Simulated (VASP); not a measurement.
# SiMo3 (Pm-3n) in VASP: notebook

SiMo3 is run at these levels: PBE, r2SCAN; tasks: single point, relaxation of cell and atoms.

Everything below comes from runs of VASP 6.6.1. Logs are shortened: lines on timing, memory, paths and dates and some standing lists are left out, and cuts for length are marked.

## Step 1: The cell of the first run

Symmetry: Pm-3n, No. 223, cubic system. Conventional cell: a = 4.907 Å, b = 4.907 Å, c = 4.907 Å, α = 90.00°, β = 90.00°, γ = 90.00°. Mo (site symmetry -4m2) has 10 Mo at 2.45 to 3.00 Å and 4 Si at 2.74 Å within 3.2 Å. Si (site symmetry m-3) has 12 Mo at 2.74 Å within 3.6 Å.

## Step 2: Single point, PBE

The input, INCAR:

```
SYSTEM = SiMo3
ALGO = Fast ; EDIFF = 1E-6
ENCUT = 520 ; GGA = PE
ISIF = 2 ; ISMEAR = -1
LASPH = .TRUE. ; LCHARG = .FALSE.
LREAL = .FALSE. ; LWAVE = .FALSE.
NBANDS = 56 ; NELM = 60
PREC = Accurate ; SIGMA = 0.05
```

The input, KPOINTS:

```
k-points
0
G
  6 6 6
  0 0 0
```

The input, POSCAR:

```
SiMo3
1.0
    4.9066139171      0.0000000000      0.0000000000
    0.0000000000      4.9066139171      0.0000000000
    0.0000000000      0.0000000000      4.9066139171
Mo Si
6 2
Direct
    0.0000000000      0.5000000000      0.2500000000
    0.0000000000      0.5000000000      0.7500000000
    0.5000000000      0.2500000000      0.0000000000
    0.7500000000      0.0000000000      0.5000000000
    0.5000000000      0.7500000000      0.0000000000
    0.2500000000      0.0000000000      0.5000000000
    0.5000000000      0.5000000000      0.5000000000
    0.0000000000      0.0000000000      0.0000000000
```

Potentials or basis: VASP PAW PBE potentials, release 64 (Mo_sv, Si).

On the command line:

```console
$ cat potpaw_PBE.64/Mo_sv/POTCAR potpaw_PBE.64/Si/POTCAR > POTCAR
$ mpirun -np 1 vasp_std > vasp.out
```

OUTCAR:

```text
SYSTEM = SiMo3
   EDIFF = 1E-6
   ENCUT = 520
   GGA = PE
   ISIF = 2
   ISMEAR = -1
   LASPH = .TRUE.
   LREAL = .FALSE.
   NELM = 60
   PREC = Accurate

 ion  position               nearest neighbor table
   1  0.000  0.500  0.250-   2 2.45   2 2.45   8 2.74   7 2.74   8 2.74   7 2.74   4 3.00   5 3.00
                             4 3.00   6 3.00   6 3.00   3 3.00   5 3.00   3 3.00
   2  0.000  0.500  0.750-   1 2.45   1 2.45   8 2.74   7 2.74   8 2.74   7 2.74   4 3.00   5 3.00
                             4 3.00   6 3.00   6 3.00   3 3.00   5 3.00   3 3.00
   3  0.500  0.250  0.000-   5 2.45   5 2.45   8 2.74   7 2.74   7 2.74   8 2.74   4 3.00   4 3.00
                             6 3.00   1 3.00   6 3.00   1 3.00   2 3.00   2 3.00
   4  0.750  0.000  0.500-   6 2.45   6 2.45   8 2.74   8 2.74   7 2.74   7 2.74   3 3.00   3 3.00
                             5 3.00   5 3.00   1 3.00   2 3.00   1 3.00   2 3.00
   5  0.500  0.750  0.000-   3 2.45   3 2.45   8 2.74   7 2.74   7 2.74   8 2.74   1 3.00   4 3.00
                             6 3.00   4 3.00   6 3.00   1 3.00   2 3.00   2 3.00
   6  0.250  0.000  0.500-   4 2.45   4 2.45   8 2.74   8 2.74   7 2.74   7 2.74   3 3.00   3 3.00
                             5 3.00   1 3.00   1 3.00   2 3.00   5 3.00   2 3.00
   7  0.500  0.500  0.500-   1 2.74   2 2.74   3 2.74   4 2.74   5 2.74   6 2.74   3 2.74   5 2.74
                             4 2.74   6 2.74   1 2.74   2 2.74
   8  0.000  0.000  0.000-   1 2.74   2 2.74   3 2.74   4 2.74   5 2.74   6 2.74   4 2.74   6 2.74
                             1 2.74   2 2.74   3 2.74   5 2.74

  LATTYP: Found a simple cubic cell.
 ALAT       =     4.9066139171

  Lattice vectors:

 A1 = (   4.9066139171,   0.0000000000,   0.0000000000)
 A2 = (   0.0000000000,   4.9066139171,   0.0000000000)
 A3 = (   0.0000000000,   0.0000000000,   4.9066139171)

Analysis of symmetry for initial positions (statically):
=====================================================================
 Subroutine PRICEL returns:
 Original cell was already a primitive cell.

 Routine SETGRP: Setting up the symmetry group for a
 simple cubic supercell.

 Subroutine GETGRP returns: Found 48 space group operations
 (whereof 24 operations were pure point group operations)
 out of a pool of 48 trial point group operations.

The static configuration has the point symmetry T_h .
 The point group associated with its full space group is O_h .

Analysis of symmetry for dynamics (positions and initial velocities):
=====================================================================
 Subroutine PRICEL returns:
 Original cell was already a primitive cell.

 Routine SETGRP: Setting up the symmetry group for a
 simple cubic supercell.

 Subroutine GETGRP returns: Found 48 space group operations
 (whereof 24 operations were pure point group operations)
 out of a pool of 48 trial point group operations.

The dynamic configuration has the point symmetry T_h .
 The point group associated with its full space group is O_h .

 Subroutine INISYM returns: Found 48 space group operations
 (whereof 24 operations are pure point group operations),
 and found     1 'primitive' translations

----------------------------------------------------------------------------------------

                                     Primitive cell

  volume of cell :     118.1260

  direct lattice vectors                    reciprocal lattice vectors
     4.906613917  0.000000000  0.000000000     0.203806539  0.000000000  0.000000000
     0.000000000  4.906613917  0.000000000     0.000000000  0.203806539  0.000000000
     0.000000000  0.000000000  4.906613917     0.000000000  0.000000000  0.203806539

  length of vectors
     4.906613917  4.906613917  4.906613917     0.203806539  0.203806539  0.203806539

  position of ions in fractional coordinates (direct lattice)
     0.000000000  0.500000000  0.250000000
     0.000000000  0.500000000  0.750000000
     0.500000000  0.250000000  0.000000000
     0.750000000  0.000000000  0.500000000
     0.500000000  0.750000000  0.000000000
     0.250000000  0.000000000  0.500000000
     0.500000000  0.500000000  0.500000000
     0.000000000  0.000000000  0.000000000

  ion indices of the primitive-cell ions
   primitive index   ion index
                 1           1
                 2           2
                 3           3
                 4           4
                 5           5
                 6           6
                 7           7
                 8           8

----------------------------------------------------------------------------------------

 KPOINTS: k-points

Automatic generation of k-mesh.
 Grid dimensions read from file:
 generate k-points for:    6    6    6

 Generating k-lattice:

  Cartesian coordinates                     Fractional coordinates (reciprocal lattice)
     0.033967756  0.000000000  0.000000000     0.166666667  0.000000000  0.000000000
     0.000000000  0.033967756  0.000000000     0.000000000  0.166666667  0.000000000
     0.000000000  0.000000000  0.033967756     0.000000000  0.000000000  0.166666667

  Length of vectors
     0.033967756  0.033967756  0.033967756

  Shift w.r.t. Gamma in fractional coordinates (k-lattice)
     0.000000000  0.000000000  0.000000000

 Subroutine IBZKPT returns following result:
 ===========================================

 Found     20 irreducible k-points:

 Following reciprocal coordinates:
            Coordinates               Weight
  0.000000  0.000000  0.000000      1.000000
  0.166667  0.000000  0.000000      6.000000
  0.333333  0.000000  0.000000      6.000000
  0.500000  0.000000  0.000000      3.000000
  0.166667  0.166667  0.000000     12.000000
  0.333333  0.166667  0.000000     24.000000
[... 12 lines left out ...]
  0.500000  0.500000  0.333333      6.000000
  0.500000  0.500000  0.500000      1.000000
   k-points           NKPTS =     20   k-points in BZ     NKDIM =     20   number of bands    NBANDS=     56
   number of dos      NEDOS =    301   number of ions     NIONS =      8
   total plane-waves  NPLWV =  46656
   dimension x,y,z NGX =    36 NGY =   36 NGZ =   36
   dimension x,y,z NGXF=    72 NGYF=   72 NGZF=   72
   ions per type =               6   2
   NGX,Y,Z   is equivalent  to a cutoff of  12.20, 12.20, 12.20 a.u.
   NGXF,Y,Z  is equivalent  to a cutoff of  24.40, 24.40, 24.40 a.u.
 SYSTEM =  SiMo3
   PREC   = accura    normal or accurate (medium, high low for compatibility)
   ISTART =      0    job   : 0-new  1-cont  2-samecut
   ICHARG =      2    charge: 1-file 2-atom 10-const
   ISPIN  =      1    spin polarized calculation?
   LNONCOLLINEAR =      F non collinear calculations
   LSORBIT =      F    spin-orbit coupling
   LASPH  =      T    aspherical Exc in radial PAW
   ENCUT  =  520.0 eV  38.22 Ry    6.18 a.u.   9.12  9.12  9.12*2*pi/ulx,y,z
   NELM   =     60;   NELMIN=  2; NELMDL= -5     # of ELM steps
   EDIFF  = 0.1E-05   stopping-criterion for ELM
   LREAL  =      F    real-space projection
   EDIFFG = 0.1E-04   stopping-criterion for IOM
   NSW    =      0    number of steps for IOM
   IBRION =     -1    ionic relax: 0-MD 1-quasi-New 2-CG
   NFREE  =      0    steps in history (QN), initial steepest desc. (CG)
   ISIF   =      2    stress and relaxation
   ISYM   =      2    0-nonsym 1-usesym 2-fastsym
   POTIM  = 0.5000    time-step for ionic-motion
   TEBEG  =    0.0;   TEEND  =   0.0 temperature during run
   PSTRESS=    0.0 pullay stress
   NELECT =      92.0000    total number of electrons
   NUPDOWN=      -1.0000    fix difference up-down
   EMIN   =  10.00;   EMAX   =-10.00  energy-range for DOS
   EFERMI =   0.00;   METHOD = LEGACY
   ISMEAR =    -1;   SIGMA  =   0.05  broadening in eV -4-tet -1-fermi 0-gaus
   EFERMI_NEDOS =   21; number of points for ismear=-14 and -15
   IALGO  =     68    algorithm
   IMIX   =      4    mixing-type and parameters
     AMIX     =   0.40;   BMIX     =  1.00
     AMIX_MAG =   1.60;   BMIX_MAG =  1.00
  volume/ion in A,a.u.               =      14.77        99.64
  Fermi-wavevector in a.u.,A,eV,Ry     =   1.506222  2.846346 30.867587  2.268704
  Thomas-Fermi vector in A             =   2.616968
   LORBIT       =      0    0 simple, 1 ext, 2 COOP (PROOUT), +10 PAW based schemes
   GGA     = PE    functional components
   LHFCALC =     F    Hartree Fock is set to
   AEXX    =    0.0000 exact exchange contribution
   IVDW    =     0    specifies the selected vdW correction
   LEPSILON=     F    determine dielectric tensor
   LRPA    =     F    only Hartree local field effects (RPA)
 non-spin polarized calculation
 RMM-DIIS sequential band-by-band and
  energy-cutoff  :      520.00
  volume of cell :      118.13
 maximum number of plane-waves:      3203
   NGX = 19   NGY = 19   NGZ = 19

 number of electron      91.9999974 magnetization

 Free energy of the ion-electron system (eV)
  ---------------------------------------------------
  ext. energy  EPLUGINS =         0.00000000
  ---------------------------------------------------
  free energy    TOTEN  =       -78.99089441 eV

  energy without entropy =      -78.95579546  energy(sigma->0) =      -78.97334493

 E-fermi :  12.5997     XC(G=0): -13.0550

 val. band max:       12.5447873456   @ k =   0.5000   0.3333   0.0000
 cond. band min:      12.6145039999   @ k =   0.5000   0.3333   0.1667
 fundamental gap:      0.0697166543
 Fermi energy:        12.5996530919

 k-point     1 :       0.0000    0.0000    0.0000
  band No.  band energies     occupation
      1     -48.6762      2.00000
      2     -48.5659      2.00000
      3     -48.5659      2.00000
      4     -48.2475      2.00000
      5     -48.2475      2.00000
      6     -48.2475      2.00000
[... 48 lines left out ...]
     55      15.2982      0.00000
     56      15.2992      0.00000

 k-point     2 :       0.1667    0.0000    0.0000
  band No.  band energies     occupation
      1     -48.6644      2.00000
      2     -48.5715      2.00000
      3     -48.5499      2.00000
      4     -48.2715      2.00000
      5     -48.2475      2.00000
      6     -48.2475      2.00000
[... 1055 lines left out ...]
  band No.  band energies     occupation
      1     -48.4286      2.00000
      2     -48.4286      2.00000
      3     -48.4286      2.00000
      4     -48.4286      2.00000
      5     -48.4286      2.00000
      6     -48.4286      2.00000
[... 48 lines left out ...]
     55      14.8051      0.00000
     56      14.8056      0.00000

------------------------ aborting loop because EDIFF is reached ----------------------------------------

  FORCE on cell =-STRESS in cart. coord.  units (eV):
  Direction    XX          YY          ZZ          XY          YZ          ZX
  --------------------------------------------------------------------------------------
  -------------------------------------------------------------------------------------
  Total        0.3494254      0.3494254      0.3494254      0.0000000      0.0000000      0.0000000
  in kB        4.7393569      4.7393569      4.7393569      0.0000000      0.0000000      0.0000000
  external PRESSURE =       4.7393569 kB  Pullay stress =       0.0000000 kB

 VOLUME and BASIS-vectors are now :
 -----------------------------------------------------------------------------
  energy-cutoff  :      520.00
  volume of cell :      118.13
      direct lattice vectors                 reciprocal lattice vectors
     4.906613917  0.000000000  0.000000000     0.203806539  0.000000000  0.000000000
     0.000000000  4.906613917  0.000000000     0.000000000  0.203806539  0.000000000
     0.000000000  0.000000000  4.906613917     0.000000000  0.000000000  0.203806539

 POSITION                                       TOTAL-FORCE (eV/Angst)
 -----------------------------------------------------------------------------------
      0.00000      2.45331      1.22665         0.000000      0.000000      0.000000
      0.00000      2.45331      3.67996        -0.000000     -0.000000      0.000000
      2.45331      1.22665      0.00000         0.000000     -0.000000     -0.000000
      3.67996      0.00000      2.45331        -0.000000      0.000000      0.000000
      2.45331      3.67996      0.00000         0.000000      0.000000      0.000000
      1.22665      0.00000      2.45331         0.000000      0.000000      0.000000
      2.45331      2.45331      2.45331        -0.000000      0.000000      0.000000
      0.00000      0.00000      0.00000        -0.000000      0.000000      0.000000
 -----------------------------------------------------------------------------------
    total drift:                                0.000000      0.000000     -0.000000

  FREE ENERGIE OF THE ION-ELECTRON SYSTEM (eV)
  ---------------------------------------------------
  free  energy   TOTEN  =       -78.9908944055 eV

  energy  without entropy=      -78.9557954592  energy(sigma->0) =      -78.97334493
```

Run time: 1.9 min. Hardware: 1 thread of Intel Xeon 6975P-C, shared host; peak memory 0.26 GiB.

What came out:

```
Free energy            : -78.9909 eV
Pressure               : 0.5 GPa
Band gap on the k mesh : zero (band 46 reaches 13.83 eV, above the bottom of band 47 at 11.40 eV)
```

Levels at points of the mesh, in eV from the Fermi level:
| k point | band 43 | band 44 | band 45 | band 46 | band 47 | band 48 | band 49 | band 50 |
| --- | --- | --- | --- | --- | --- | --- | --- | --- |
| (0.00, 0.00, 0.00) | -1.55 | -1.55 | 1.23 | 1.23 | 1.23 | 1.98 | 2.32 | 2.35 |
| (0.50, 0.00, 0.00) | -1.70 | -1.70 | 0.22 | 0.22 | 0.92 | 0.92 | 1.49 | 1.49 |
| (0.50, 0.50, 0.00) | -1.09 | -0.88 | -0.88 | -0.78 | -0.68 | -0.48 | -0.12 | 0.23 |
| (0.50, 0.50, 0.50) | -1.20 | -1.20 | -1.20 | -1.20 | -1.20 | -1.20 | 1.24 | 1.24 |

## Step 3: Relaxation of cell and atoms, PBE

This run uses another cell than the first one, of 14.61 Å³/atom, 0.989 times its volume.

The input, INCAR:

```
PREC = Accurate
ENCUT = 600
EDIFF = 1E-6
ISMEAR = -1
SIGMA = 0.05
LREAL = F
LASPH = T
NELM = 60
ALGO = Fast
ISIF = 3
LWAVE = F
LCHARG = F
GGA = PE
IBRION = 2
NSW = 60
EDIFFG = -0.01
```

The input, KPOINTS:

```
Automatic mesh
0
Gamma
  6 6 6
```

Changes to POSCAR since step 2:

```diff
@@ -2,5 +2,5 @@
 1.0
-    4.9066139171      0.0000000000      0.0000000000
-    0.0000000000      4.9066139171      0.0000000000
-    0.0000000000      0.0000000000      4.9066139171
+    4.8890000000      0.0000000000      0.0000000000
+    0.0000000000      4.8890000000      0.0000000000
+    0.0000000000      0.0000000000      4.8890000000
 Mo Si
```

Potentials or basis: VASP PAW PBE potentials, release 64 (Mo_sv, Si).

On the command line:

```console
$ cat potpaw_PBE.64/Mo_sv/POTCAR potpaw_PBE.64/Si/POTCAR > POTCAR
$ mpirun -np 1 vasp_std > vasp.out
```

It took 7.4 min on 1 thread of Intel Xeon 6975P-C, shared host; peak memory 0.31 GiB.

Results (log left out):

| Item | Value |
| --- | --- |
| Free energy | -78.9895 eV |
| Relaxed volume | 14.79 Å³/atom |
| Relaxed cell | a = 4.909 Å, b = 4.909 Å, c = 4.909 Å, α = 90.00°, β = 90.00°, γ = 90.00° |
| Space group after relaxing (to 0.05 Å) | Pm-3n (No. 223) |
| Energy gained by relaxing | 1.8 meV/atom |
| Ionic steps | 3 |
| Pressure after relaxing | 0.0 GPa |
| Band gap on the k mesh | zero (band 46 reaches 13.80 eV, above the bottom of band 47 at 11.37 eV) |

The path:
```tsv
step	energy change (eV)	largest force (eV/Å)	pressure (GPa)	volume (Å³)
1	0.0000	0.0000	3.16	116.86
2	0.0615	0.0000	-6.79	121.80
3	-0.0141	0.0000	-0.05	118.33
```

Final structure:
```cif
data_structure
_symmetry_space_group_name_H-M 'P 1'
_symmetry_Int_Tables_number 1
_cell_length_a 4.9094
_cell_length_b 4.9094
_cell_length_c 4.9094
_cell_angle_alpha 90.000
_cell_angle_beta 90.000
_cell_angle_gamma 90.000
_cell_volume 118.33
loop_
_atom_site_label
_atom_site_type_symbol
_atom_site_fract_x
_atom_site_fract_y
_atom_site_fract_z
_atom_site_occupancy
Mo1 Mo 0.00000 0.50000 0.25000 1
Mo2 Mo 0.00000 0.50000 0.75000 1
Mo3 Mo 0.50000 0.25000 0.00000 1
Mo4 Mo 0.75000 0.00000 0.50000 1
Mo5 Mo 0.50000 0.75000 0.00000 1
Mo6 Mo 0.25000 0.00000 0.50000 1
Si1 Si 0.50000 0.50000 0.50000 1
Si2 Si 0.00000 0.00000 0.00000 1
```

Levels at points of the mesh, in eV from the Fermi level:
| k point | band 42 | band 43 | band 44 | band 45 | band 46 | band 47 | band 48 | band 49 | band 50 | band 51 |
| --- | --- | --- | --- | --- | --- | --- | --- | --- | --- | --- |
| (0.00, 0.00, 0.00) | -2.13 | -1.54 | -1.54 | 1.22 | 1.22 | 1.22 | 1.97 | 2.34 | 2.35 | 2.60 |
| (0.50, 0.00, 0.00) | -2.41 | -1.69 | -1.69 | 0.22 | 0.22 | 0.92 | 0.92 | 1.48 | 1.48 | 1.57 |
| (0.50, 0.50, 0.00) | -1.21 | -1.09 | -0.88 | -0.88 | -0.78 | -0.68 | -0.48 | -0.12 | 0.22 | 0.84 |
| (0.50, 0.50, 0.50) | -1.72 | -1.20 | -1.20 | -1.20 | -1.20 | -1.20 | -1.20 | 1.24 | 1.24 | 1.24 |

(Continued in part 2 of 2.)
